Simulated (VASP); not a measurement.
# Co (P6_3/mmc) in VASP: relaxation of the atoms with PBEsol

Aim: the relaxation of the atoms of Co with PBEsol.

Program: VASP 6.6.1. These are calculated values, not measurements. Logs are shortened: lines on timing, memory, paths and dates and some standing lists are left out, and cuts for length are marked.

### Step 1. The cell of the first run

The structure is hexagonal, space group P6_3/mmc (No. 194). The conventional cell has a = 2.491 Å, b = 2.491 Å, c = 4.043 Å, α = 90.00°, β = 90.00°, γ = 120.00°. Co (site symmetry -6m2) has 12 Co at 2.48 to 2.49 Å within 3.3 Å.

### Step 2. Relaxation of the atoms, PBEsol, collinear spin, ferromagnetic start

The input, INCAR:

```
SYSTEM = Co
PREC = Accurate
ENCUT = 520
EDIFF = 1E-7
ISMEAR = -1
SIGMA = 0.05
LREAL = .False.
LASPH = .True.
NELM = 200
ALGO = Normal
ISIF = 2
LWAVE = .False.
LCHARG = .False.
ISPIN = 2
MAGMOM = 1.5 1.5
LORBIT = 11
LMAXMIX = 4
GGA = PS
IBRION = 2
NSW = 80
EDIFFG = -0.015
GGA_COMPAT = .False.
NELMIN = 4
```

The input, KPOINTS:

```
regular mesh
0
Gamma
  15 15 8
  0 0 0
```

The input, POSCAR:

```
Co
1.0
    2.4905713050      0.0000000000      0.0000000000
   -1.2452856525      2.1568980201      0.0000000000
    0.0000000000      0.0000000000      4.0425844119
Co
2
Direct
    0.3333333333      0.6666666667      0.2500000000
    0.6666666667      0.3333333333      0.7500000000
```

Potentials or basis: VASP PAW PBE potentials, release 64 (Co).

On the command line:

```console
$ cat potpaw_PBE.64/Co/POTCAR > POTCAR
$ mpirun -np 1 vasp_std > vasp.out
```

OUTCAR:

```text
SYSTEM = Co
   PREC = Accurate
   ENCUT = 520
   EDIFF = 1E-7
   ISMEAR = -1
   LREAL = .False.
   LASPH = .True.
   NELM = 200
   ISIF = 2
   ISPIN = 2
   LORBIT = 11
   GGA = PS
   IBRION = 2
   NSW = 80
   EDIFFG = -0.015
   NELMIN = 4

 ion  position               nearest neighbor table
   1  0.333  0.667  0.250-   2 2.48   2 2.48   2 2.48   2 2.48   2 2.48   2 2.48
   2  0.667  0.333  0.750-   1 2.48   1 2.48   1 2.48   1 2.48   1 2.48   1 2.48

  LATTYP: Found a hexagonal cell.
 ALAT       =     2.4905713050
 C/A-ratio  =     1.6231554599

  Lattice vectors:

 A1 = (   2.4905713050,   0.0000000000,   0.0000000000)
 A2 = (  -1.2452856525,   2.1568980201,   0.0000000000)
 A3 = (   0.0000000000,   0.0000000000,   4.0425844119)

Analysis of symmetry for initial positions (statically):
=====================================================================
 Subroutine PRICEL returns:
 Original cell was already a primitive cell.

 Routine SETGRP: Setting up the symmetry group for a
 hexagonal supercell.

 Subroutine GETGRP returns: Found 24 space group operations
 (whereof 12 operations were pure point group operations)
 out of a pool of 24 trial point group operations.

The static configuration has the point symmetry D_3d.
 The point group associated with its full space group is D_6h.

Analysis of symmetry for dynamics (positions and initial velocities):
=====================================================================
 Subroutine PRICEL returns:
 Original cell was already a primitive cell.

 Routine SETGRP: Setting up the symmetry group for a
 hexagonal supercell.

 Subroutine GETGRP returns: Found 24 space group operations
 (whereof 12 operations were pure point group operations)
 out of a pool of 24 trial point group operations.

The dynamic configuration has the point symmetry D_3d.
 The point group associated with its full space group is D_6h.

Analysis of structural, dynamic, and magnetic symmetry:
=====================================================================
 Subroutine PRICEL returns:
 Original cell was already a primitive cell.

 Routine SETGRP: Setting up the symmetry group for a
 hexagonal supercell.

 Subroutine GETGRP returns: Found 24 space group operations
 (whereof 12 operations were pure point group operations)
 out of a pool of 24 trial point group operations.

The overall configuration has the point symmetry D_3d.
 The point group associated with its full space group is D_6h.

 Subroutine INISYM returns: Found 24 space group operations
 (whereof 12 operations are pure point group operations),
 and found     1 'primitive' translations

----------------------------------------------------------------------------------------

                                     Primitive cell

  volume of cell :      21.7164

  direct lattice vectors                    reciprocal lattice vectors
     2.490571305  0.000000000  0.000000000     0.401514302  0.231814391  0.000000000
    -1.245285653  2.156898020  0.000000000     0.000000000  0.463628781  0.000000000
     0.000000000  0.000000000  4.042584412     0.000000000  0.000000000  0.247366511

  length of vectors
     2.490571305  2.490571305  4.042584412     0.463628781  0.463628781  0.247366511

  position of ions in fractional coordinates (direct lattice)
     0.333333333  0.666666667  0.250000000
     0.666666667  0.333333333  0.750000000

  ion indices of the primitive-cell ions
   primitive index   ion index
                 1           1
                 2           2

----------------------------------------------------------------------------------------

 KPOINTS: regular mesh

Automatic generation of k-mesh.
 Grid dimensions read from file:
 generate k-points for:   15   15    8

 Generating k-lattice:

  Cartesian coordinates                     Fractional coordinates (reciprocal lattice)
     0.026767620  0.015454293  0.000000000     0.066666667  0.000000000  0.000000000
     0.000000000  0.030908585  0.000000000     0.000000000  0.066666667  0.000000000
     0.000000000  0.000000000  0.030920814     0.000000000  0.000000000  0.125000000

  Length of vectors
     0.030908585  0.030908585  0.030920814
[... 45 lines left out ...]
   PREC   = accura    normal or accurate (medium, high low for compatibility)
   ISTART =      0    job   : 0-new  1-cont  2-samecut
   ICHARG =      2    charge: 1-file 2-atom 10-const
   ISPIN  =      2    spin polarized calculation?
   LNONCOLLINEAR =      F non collinear calculations
   LSORBIT =      F    spin-orbit coupling
   LASPH  =      T    aspherical Exc in radial PAW
   ENCUT  =  520.0 eV  38.22 Ry    6.18 a.u.   4.63  4.63  7.52*2*pi/ulx,y,z
   NELM   =    200;   NELMIN=  4; NELMDL= -5     # of ELM steps
   EDIFF  = 0.1E-06   stopping-criterion for ELM
   LREAL  =      F    real-space projection
   EDIFFG = -.1E-01   stopping-criterion for IOM
   NSW    =     80    number of steps for IOM
   IBRION =      2    ionic relax: 0-MD 1-quasi-New 2-CG
   NFREE  =      1    steps in history (QN), initial steepest desc. (CG)
   ISIF   =      2    stress and relaxation
   ISYM   =      2    0-nonsym 1-usesym 2-fastsym
   POTIM  = 0.5000    time-step for ionic-motion
   TEBEG  =    0.0;   TEEND  =   0.0 temperature during run
   PSTRESS=    0.0 pullay stress
   NELECT =      18.0000    total number of electrons
   NUPDOWN=      -1.0000    fix difference up-down
   EMIN   =  10.00;   EMAX   =-10.00  energy-range for DOS
   EFERMI =   0.00;   METHOD = LEGACY
   ISMEAR =    -1;   SIGMA  =   0.05  broadening in eV -4-tet -1-fermi 0-gaus
   EFERMI_NEDOS =   21; number of points for ismear=-14 and -15
   IALGO  =     38    algorithm
   IMIX   =      4    mixing-type and parameters
     AMIX     =   0.40;   BMIX     =  1.00
     AMIX_MAG =   1.60;   BMIX_MAG =  1.00
  volume/ion in A,a.u.               =      10.86        73.27
  Fermi-wavevector in a.u.,A,eV,Ry     =   1.537811  2.906042 32.175931  2.364864
  Thomas-Fermi vector in A             =   2.644268
   LORBIT       =     11    0 simple, 1 ext, 2 COOP (PROOUT), +10 PAW based schemes
   GGA     = PS    functional components
   LHFCALC =     F    Hartree Fock is set to
   AEXX    =    0.0000 exact exchange contribution
   IVDW    =     0    specifies the selected vdW correction
   LEPSILON=     F    determine dielectric tensor
   LRPA    =     F    only Hartree local field effects (RPA)
 conjugate gradient relaxation of ions
 spin polarized calculation
  energy-cutoff  :      520.00
  volume of cell :       21.72
 maximum number of plane-waves:       604
 NGX is ok and might be reduce to    20
   NGX =  9   NGY =  9   NGZ = 15

 number of electron      17.9999999 magnetization       3.2467382

 Free energy of the ion-electron system (eV)
  ---------------------------------------------------
  ext. energy  EPLUGINS =         0.00000000
  ---------------------------------------------------
  free energy    TOTEN  =       -15.44489000 eV

  energy without entropy =      -15.43098050  energy(sigma->0) =      -15.43793525

 E-fermi :  10.0515     XC(G=0): -13.5738

 val. band max:       10.0362274382   @ k =   0.4667   0.0667   0.2500
 cond. band min:      10.0520253523   @ k =   0.1333   0.1333   0.0000
 fundamental gap:      0.0157979141
 Fermi energy:        10.0515486165

 spin component 1

 k-point     1 :       0.0000    0.0000    0.0000
  band No.  band energies     occupation
      1       1.0891      1.00000
      2       4.9083      1.00000
      3       7.4404      1.00000
      4       7.4839      1.00000
      5       7.4839      1.00000
      6       7.7929      1.00000
      7       7.7929      1.00000
      8       8.1549      1.00000
      9       8.1549      1.00000
     10       9.2460      1.00000
     11       9.2460      1.00000
     12       9.8797      0.96883
     13      16.3253      0.00000
     14      32.0181      0.00000
[... 403 lines left out ...]
      4       6.8185      1.00000
      5       7.1837      1.00000
      6       7.4037      1.00000
      7       7.9944      1.00000
      8       9.1514      1.00000
      9       9.3071      1.00000
     10       9.3488      1.00000
     11      12.7750      0.00000
     12      14.1573      0.00000
     13      19.2786      0.00000
     14      20.9934      0.00000
     15      21.2910      0.00000

 [... further k-points ...]

 spin component 2

 k-point     1 :       0.0000    0.0000    0.0000
  band No.  band energies     occupation
      1       1.1533      1.00000
      2       5.8693      1.00000
      3       9.0622      1.00000
      4       9.1142      1.00000
      5       9.1142      1.00000
      6       9.4753      0.99999
      7       9.4753      0.99999
      8       9.8949      0.95826
      9       9.9136      0.94041
     10       9.9136      0.94041
     11      11.1186      0.00000
     12      11.1186      0.00000
     13      17.3645      0.00000
     14      31.8456      0.00000
[... 403 lines left out ...]
      4       7.7140      1.00000
      5       8.7386      1.00000
      6       8.8881      1.00000
      7       9.5880      0.99991
      8      10.9669      0.00000
      9      11.1908      0.00000
     10      11.1986      0.00000
     11      13.7959      0.00000
     12      15.1375      0.00000
     13      19.7749      0.00000
     14      21.4957      0.00000
     15      21.7084      0.00000

 [... further k-points ...]

------------------------ aborting loop because EDIFF is reached ----------------------------------------

  FORCE on cell =-STRESS in cart. coord.  units (eV):
  Direction    XX          YY          ZZ          XY          YZ          ZX
  --------------------------------------------------------------------------------------
  -------------------------------------------------------------------------------------
  Total       -1.3477403     -1.3477403     -1.5266186     -0.0000000      0.0000000      0.0000000
  in kB      -99.4326734    -99.4326734   -112.6298314     -0.0000000      0.0000000      0.0000000
  external PRESSURE =    -103.8317261 kB  Pullay stress =       0.0000000 kB

 VOLUME and BASIS-vectors are now :
 -----------------------------------------------------------------------------
  energy-cutoff  :      520.00
  volume of cell :       21.72
      direct lattice vectors                 reciprocal lattice vectors
     2.490571305  0.000000000  0.000000000     0.401514302  0.231814391  0.000000000
    -1.245285653  2.156898020  0.000000000     0.000000000  0.463628781  0.000000000
     0.000000000  0.000000000  4.042584412     0.000000000  0.000000000  0.247366511

 POSITION                                       TOTAL-FORCE (eV/Angst)
 -----------------------------------------------------------------------------------
     -0.00000      1.43793      1.01065        -0.000000     -0.000000      0.000000
      1.24529      0.71897      3.03194         0.000000      0.000000      0.000000
 -----------------------------------------------------------------------------------
    total drift:                                0.000000      0.000000     -0.000000

  FREE ENERGIE OF THE ION-ELECTRON SYSTEM (eV)
  ---------------------------------------------------
  free  energy   TOTEN  =       -15.4448899998 eV

  energy  without entropy=      -15.4309804992  energy(sigma->0) =      -15.43793525

 reached required accuracy - stopping structural energy minimisation

 total charge

# of ion       s       p       d       tot
------------------------------------------
    1        0.489   0.524   7.256   8.269
    2        0.489   0.524   7.256   8.269
--------------------------------------------------
tot          0.978   1.048  14.512  16.538

 magnetization (x)

# of ion       s       p       d       tot
------------------------------------------
    1       -0.014  -0.050   1.702   1.638
    2       -0.014  -0.050   1.702   1.638
--------------------------------------------------
tot         -0.028  -0.099   3.403   3.276
```

It took 2 min on 1 thread of Intel Xeon Platinum 8259CL at 2.50GHz (Skylake/Cascade Lake), shared host; peak memory 0.19 GiB.

Results:

```
Free energy                                           : -15.4449 eV
Pressure after relaxing                               : -10.4 GPa
Net moment                                            : 3.25 μB per cell
Site moments                                          : Co +1.64 μB
Valence electrons inside the program's atomic spheres : Co 8.27
```

Final structure:
```
CELL_PARAMETERS angstrom
2.49057 0.00000 0.00000
-1.24529 2.15690 0.00000
0.00000 0.00000 4.04258
ATOMIC_POSITIONS crystal
Co 0.33333 0.66667 0.25000
Co 0.66667 0.33333 0.75000
```

Caveat: the PAW data sets were made with another functional, which shifts forces and pressure a little.
